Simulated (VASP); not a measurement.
# Tl (Fm-3m) in VASP: notebook

Runs on Tl. Level: r2SCAN. Tasks: single point.

Everything below comes from runs of VASP 6.6.1. Logs are shortened: lines on timing, memory, paths and dates and some standing lists are left out, and cuts for length are marked.

## 1. The cell of the first run

Symmetry: Fm-3m, No. 225, cubic system. Conventional cell: a = 5.116 Å, b = 5.116 Å, c = 5.116 Å, α = 90.00°, β = 90.00°, γ = 90.00°. Tl (site symmetry m-3m) has 12 Tl at 3.62 Å within 4.8 Å.

## 2. Single point, r2SCAN (volume scaled by 1.12)

The input, POSCAR:

```
Tl
1.0
    0.0000000000      2.5581866710      2.5581866710
    2.5581866710      0.0000000000      2.5581866710
    2.5581866710      2.5581866710      0.0000000000
Tl
1
Direct
    0.0000000000      0.0000000000      0.0000000000
```

The input, INCAR.step1:

```
PREC = Accurate ; ENCUT = 520
ISMEAR = -1 ; SIGMA = 0.1
LREAL = False ; LASPH = True
NELM = 100 ; NBANDS = 12
GGA = PE ; ALGO = Normal
EDIFF = 1E-4 ; LWAVE = True
LCHARG = False
```

The input, INCAR.step2:

```
PREC = Accurate ; ENCUT = 520
EDIFF = 1E-6 ; ISMEAR = -1
SIGMA = 0.1 ; LREAL = False
LASPH = True ; NELM = 100
ALGO = Normal ; ISIF = 2
LWAVE = False ; LCHARG = True
METAGGA = R2SCAN ; LMIXTAU = True
LELF = True ; LVHAR = True
NBANDS = 12 ; ISTART = 1
```

The input, KPOINTS:

```
Automatic mesh
0
Gamma
  12 12 12
```

Potentials or basis: VASP PAW PBE potentials, release 64 (Tl_d).

Command:

```console
$ cat potpaw_PBE.64/Tl_d/POTCAR > POTCAR
$ cp INCAR.step1 INCAR
$ mpirun -np 1 vasp_std > vasp.out
$ cp INCAR.step2 INCAR
$ mpirun -np 1 vasp_std > vasp.out
```

OUTCAR:

```text
PREC = Accurate
   ENCUT = 520
   EDIFF = 1E-6
   ISMEAR = -1
   LREAL = False
   LASPH = True
   NELM = 100
   ISIF = 2
   METAGGA = R2SCAN
   ISTART = 1

 ion  position               nearest neighbor table
   1  0.000  0.000  0.000-

  LATTYP: Found a face centered cubic cell.
 ALAT       =     5.1163733420

  Lattice vectors:

 A1 = (   0.0000000000,   2.5581866710,   2.5581866710)
 A2 = (   2.5581866710,   0.0000000000,   2.5581866710)
 A3 = (   2.5581866710,   2.5581866710,   0.0000000000)

Analysis of symmetry for initial positions (statically):
=====================================================================
 Subroutine PRICEL returns:
 Original cell was already a primitive cell.

 Routine SETGRP: Setting up the symmetry group for a
 face centered cubic supercell.

 Subroutine GETGRP returns: Found 48 space group operations
 (whereof 48 operations were pure point group operations)
 out of a pool of 48 trial point group operations.

The static configuration has the point symmetry O_h .

Analysis of symmetry for dynamics (positions and initial velocities):
=====================================================================
 Subroutine PRICEL returns:
 Original cell was already a primitive cell.

 Routine SETGRP: Setting up the symmetry group for a
 face centered cubic supercell.

 Subroutine GETGRP returns: Found 48 space group operations
 (whereof 48 operations were pure point group operations)
 out of a pool of 48 trial point group operations.

The dynamic configuration has the point symmetry O_h .

 Subroutine INISYM returns: Found 48 space group operations
 (whereof 48 operations are pure point group operations),
 and found     1 'primitive' translations

----------------------------------------------------------------------------------------

                                     Primitive cell

  volume of cell :      33.4832

  direct lattice vectors                    reciprocal lattice vectors
     0.000000000  2.558186671  2.558186671    -0.195450944  0.195450944  0.195450944
     2.558186671  0.000000000  2.558186671     0.195450944 -0.195450944  0.195450944
     2.558186671  2.558186671  0.000000000     0.195450944  0.195450944 -0.195450944

  length of vectors
     3.617822285  3.617822285  3.617822285     0.338530966  0.338530966  0.338530966

  position of ions in fractional coordinates (direct lattice)
     0.000000000  0.000000000  0.000000000

  ion indices of the primitive-cell ions
   primitive index   ion index
                 1           1

----------------------------------------------------------------------------------------

 KPOINTS: Automatic mesh

Automatic generation of k-mesh.
 Grid dimensions read from file:
 generate k-points for:   12   12   12

 Generating k-lattice:

  Cartesian coordinates                     Fractional coordinates (reciprocal lattice)
    -0.016287579  0.016287579  0.016287579     0.083333333  0.000000000  0.000000000
     0.016287579 -0.016287579  0.016287579     0.000000000  0.083333333  0.000000000
     0.016287579  0.016287579 -0.016287579     0.000000000  0.000000000  0.083333333

  Length of vectors
     0.028210914  0.028210914  0.028210914

  Shift w.r.t. Gamma in fractional coordinates (k-lattice)
     0.000000000  0.000000000  0.000000000

 Subroutine IBZKPT returns following result:
 ===========================================

 Found     72 irreducible k-points:

 Following reciprocal coordinates:
            Coordinates               Weight
  0.000000  0.000000  0.000000      1.000000
  0.083333  0.000000  0.000000      8.000000
  0.166667  0.000000  0.000000      8.000000
  0.250000  0.000000  0.000000      8.000000
  0.333333  0.000000  0.000000      8.000000
  0.416667  0.000000  0.000000      8.000000
[... 16 lines left out ...]
  0.500000  0.166667  0.000000     24.000000
 -0.416667  0.166667  0.000000     24.000000
 [... further k-points ...]
   k-points           NKPTS =     72   k-points in BZ     NKDIM =     72   number of bands    NBANDS=     12
   number of dos      NEDOS =    301   number of ions     NIONS =      1
   total plane-waves  NPLWV =  21952
   dimension x,y,z NGX =    28 NGY =   28 NGZ =   28
   dimension x,y,z NGXF=    56 NGYF=   56 NGZF=   56
   ions per type =               1
   NGX,Y,Z   is equivalent  to a cutoff of  12.87, 12.87, 12.87 a.u.
   NGXF,Y,Z  is equivalent  to a cutoff of  25.73, 25.73, 25.73 a.u.
 SYSTEM =  unknown system
   PREC   = accura    normal or accurate (medium, high low for compatibility)
   ISTART =      1    job   : 0-new  1-cont  2-samecut
   ICHARG =      0    charge: 1-file 2-atom 10-const
   ISPIN  =      1    spin polarized calculation?
   LNONCOLLINEAR =      F non collinear calculations
   LSORBIT =      F    spin-orbit coupling
   LASPH  =      T    aspherical Exc in radial PAW
   ENCUT  =  520.0 eV  38.22 Ry    6.18 a.u.   6.73  6.73  6.73*2*pi/ulx,y,z
   NELM   =    100;   NELMIN=  2; NELMDL=  0     # of ELM steps
   EDIFF  = 0.1E-05   stopping-criterion for ELM
   LREAL  =      F    real-space projection
   EDIFFG = 0.1E-04   stopping-criterion for IOM
   NSW    =      0    number of steps for IOM
   IBRION =     -1    ionic relax: 0-MD 1-quasi-New 2-CG
   NFREE  =      0    steps in history (QN), initial steepest desc. (CG)
   ISIF   =      2    stress and relaxation
   ISYM   =      2    0-nonsym 1-usesym 2-fastsym
   POTIM  = 0.5000    time-step for ionic-motion
   TEBEG  =    0.0;   TEEND  =   0.0 temperature during run
   PSTRESS=    0.0 pullay stress
   NELECT =      13.0000    total number of electrons
   NUPDOWN=      -1.0000    fix difference up-down
   EMIN   =  10.00;   EMAX   =-10.00  energy-range for DOS
   EFERMI =   0.00;   METHOD = LEGACY
   ISMEAR =    -1;   SIGMA  =   0.10  broadening in eV -4-tet -1-fermi 0-gaus
   EFERMI_NEDOS =   21; number of points for ismear=-14 and -15
   IALGO  =     38    algorithm
   IMIX   =      4    mixing-type and parameters
     AMIX     =   0.40;   BMIX     =  1.00
     AMIX_MAG =   1.60;   BMIX_MAG =  1.00
  volume/ion in A,a.u.               =      33.48       225.96
  Fermi-wavevector in a.u.,A,eV,Ry     =   1.194301  2.256901 19.406729  1.426354
  Thomas-Fermi vector in A             =   2.330294
   LORBIT       =      0    0 simple, 1 ext, 2 COOP (PROOUT), +10 PAW based schemes
   METAGGA = R2SCAN    functional components
   LHFCALC =     F    Hartree Fock is set to
   AEXX    =    0.0000 exact exchange contribution
   IVDW    =     0    specifies the selected vdW correction
   LEPSILON=     F    determine dielectric tensor
   LRPA    =     F    only Hartree local field effects (RPA)
 non-spin polarized calculation
  energy-cutoff  :      520.00
  volume of cell :       33.48
 maximum number of plane-waves:       934
   NGX = 13   NGY = 13   NGZ = 13

 number of electron      12.9999997 magnetization

 Free energy of the ion-electron system (eV)
  ---------------------------------------------------
  ext. energy  EPLUGINS =         0.00000000
  ---------------------------------------------------
  free energy    TOTEN  =       -53.13472728 eV

  energy without entropy =      -53.11200004  energy(sigma->0) =      -53.12336366

 E-fermi :   4.9975     XC(G=0):  -9.9690

 val. band max:        4.9168627662   @ k =  -0.3333   0.4167   0.1667
 cond. band min:       5.0086568274   @ k =  -0.4167   0.4167   0.1667
 fundamental gap:      0.0917940613
 Fermi energy:         4.9975339893

 k-point     1 :       0.0000    0.0000    0.0000
  band No.  band energies     occupation
      1      -6.9943      2.00000
      2      -6.9943      2.00000
      3      -6.9943      2.00000
      4      -6.8065      2.00000
      5      -6.8065      2.00000
      6      -4.4288      2.00000
      7      14.2296      0.00000
      8      14.2296      0.00000
      9      14.2296      0.00000
     10      16.3273      0.00000
     11      18.1652      0.00000
     12      19.2711      0.00000

 k-point     2 :       0.0833    0.0000    0.0000
  band No.  band energies     occupation
      1      -6.9966      2.00000
      2      -6.9815      2.00000
      3      -6.9815      2.00000
      4      -6.8079      2.00000
      5      -6.8079      2.00000
      6      -4.2960      2.00000
      7      12.7528      0.00000
      8      14.0732      0.00000
      9      14.0732      0.00000
     10      16.1084      0.00000
     11      18.7405      0.00000
     12      19.5585      0.00000

 k-point     3 :       0.1667    0.0000    0.0000
  band No.  band energies     occupation
      1      -7.0074      2.00000
      2      -6.9559      2.00000
      3      -6.9559      2.00000
      4      -6.8012      2.00000
      5      -6.8012      2.00000
      6      -3.8929      2.00000
      7      10.2296      0.00000
      8      13.6892      0.00000
      9      13.6892      0.00000
     10      15.8710      0.00000
     11      19.0770      0.00000
     12      19.8223      0.00000
[... 286 lines left out ...]
 k-point    23 :       0.5000    0.1667    0.0000
  band No.  band energies     occupation
      1      -7.0672      2.00000
      2      -6.9670      2.00000
      3      -6.8974      2.00000
      4      -6.7392      2.00000
      5      -6.6272      2.00000
      6      -0.5653      2.00000
      7       3.6228      2.00000
      8       9.6177      0.00000
      9      11.1552      0.00000
     10      14.2876      0.00000
     11      19.0732      0.00000
     12      19.7918      0.00000

 k-point    24 :      -0.4167    0.1667    0.0000
  band No.  band energies     occupation
      1      -7.0493      2.00000
      2      -6.9727      2.00000
      3      -6.9054      2.00000
      4      -6.7124      2.00000
      5      -6.6559      2.00000
      6      -0.3713      2.00000
      7       3.3605      2.00000
      8       9.1555      0.00000
      9      11.5964      0.00000
     10      14.5254      0.00000
     11      18.6551      0.00000
     12      19.3722      0.00000

 [... further k-points ...]
[... 5 lines left out ...]
  --------------------------------------------------------------------------------------
  -------------------------------------------------------------------------------------
  Total       -0.5658759     -0.5658759     -0.5658759     -0.0000000     -0.0000000      0.0000000
  in kB      -27.0772837    -27.0772837    -27.0772837     -0.0000000     -0.0000000      0.0000000
  external PRESSURE =     -27.0772837 kB  Pullay stress =       0.0000000 kB

 VOLUME and BASIS-vectors are now :
 -----------------------------------------------------------------------------
  energy-cutoff  :      520.00
  volume of cell :       33.48
      direct lattice vectors                 reciprocal lattice vectors
     0.000000000  2.558186671  2.558186671    -0.195450944  0.195450944  0.195450944
     2.558186671  0.000000000  2.558186671     0.195450944 -0.195450944  0.195450944
     2.558186671  2.558186671  0.000000000     0.195450944  0.195450944 -0.195450944

 POSITION                                       TOTAL-FORCE (eV/Angst)
 -----------------------------------------------------------------------------------
      0.00000      0.00000      0.00000         0.000000      0.000000      0.000000
 -----------------------------------------------------------------------------------
    total drift:                               -0.000000      0.000000     -0.000000

  FREE ENERGIE OF THE ION-ELECTRON SYSTEM (eV)
  ---------------------------------------------------
  free  energy   TOTEN  =       -53.1347272790 eV

  energy  without entropy=      -53.1120000379  energy(sigma->0) =      -53.12336366
```

Run time: 79 s. Hardware: 1 thread of AMD EPYC 9R45 (Zen 5), shared host; peak memory 0.15 GiB.

Results:

| Item | Value |
| --- | --- |
| Free energy | -53.1347 eV |
| Pressure | -2.7 GPa |

Levels at points of the mesh, in eV from the Fermi level:
| k point | band 2 | band 3 | band 4 | band 5 | band 6 | band 7 | band 8 | band 9 | band 10 | band 11 |
| --- | --- | --- | --- | --- | --- | --- | --- | --- | --- | --- |
| (0.00, 0.00, 0.00) | -11.99 | -11.99 | -11.80 | -11.80 | -9.43 | 9.23 | 9.23 | 9.23 | 11.33 | 13.17 |
| (0.50, 0.00, 0.00) | -11.98 | -11.98 | -11.63 | -11.63 | -5.62 | -2.32 | 7.42 | 7.42 | 10.73 | 11.46 |
| (0.50, 0.50, 0.00) | -12.13 | -11.64 | -11.59 | -11.59 | -4.19 | -1.39 | 3.87 | 3.87 | 7.22 | 8.57 |

Caveat: the cell differs from its parent crystal (volume scaled by 1.12); the PAW data sets were made with another functional, which shifts forces and pressure a little; spin-orbit coupling is left out, which moves the levels of the heavy elements.

## 3. Single point, r2SCAN

This run uses another cell than the first one, of 29.90 Å³/atom, 0.893 times its volume.

The input, POSCAR:

```
Tl
1.0
    0.0000000000      2.4633505796      2.4633505796
    2.4633505796      0.0000000000      2.4633505796
    2.4633505796      2.4633505796      0.0000000000
Tl
1
Direct
    0.0000000000      0.0000000000      0.0000000000
```

The input, INCAR.step1:

```
PREC = Accurate
ENCUT = 520
ISMEAR = -1
SIGMA = 0.1
LREAL = F
LASPH = T
NELM = 80
NBANDS = 12
GGA = PE
ALGO = Normal
EDIFF = 1E-4
LWAVE = T
LCHARG = F
```

The input, INCAR.step2:

```
PREC = Accurate
ENCUT = 520
EDIFF = 1E-6
ISMEAR = -1
SIGMA = 0.1
LREAL = F
LASPH = T
NELM = 80
ALGO = Normal
ISIF = 2
LWAVE = F
LCHARG = F
METAGGA = R2SCAN
LMIXTAU = T
NBANDS = 12
ISTART = 1
```

The input, KPOINTS:

```
Automatic mesh
0
Gamma
  18 18 18
```

Potentials or basis: VASP PAW PBE potentials, release 64 (Tl_d).

Command:

```console
$ cat potpaw_PBE.64/Tl_d/POTCAR > POTCAR
$ cp INCAR.step1 INCAR
$ mpirun -np 1 vasp_std > vasp.out
$ cp INCAR.step2 INCAR
$ mpirun -np 1 vasp_std > vasp.out
```

It took 3.3 min on 1 thread of AMD EPYC 9R45 (Zen 5), shared host; peak memory 0.18 GiB.

Results (log left out):

- Free energy: -53.1682 eV
- Pressure: -0.1 GPa

Levels at points of the mesh, in eV from the Fermi level:
```tsv
k point	band 4	band 5	band 6	band 7	band 8	band 9
(0.00, 0.00, 0.00)	-11.85	-11.85	-10.13	10.24	10.24	10.24
(0.50, 0.00, 0.00)	-11.62	-11.62	-5.59	-2.76	8.19	8.19
(0.50, 0.50, 0.00)	-11.56	-11.56	-3.91	-1.72	4.12	4.12
```

Caveat: the PAW data sets were made with another functional, which shifts forces and pressure a little; spin-orbit coupling is left out, which moves the levels of the heavy elements.
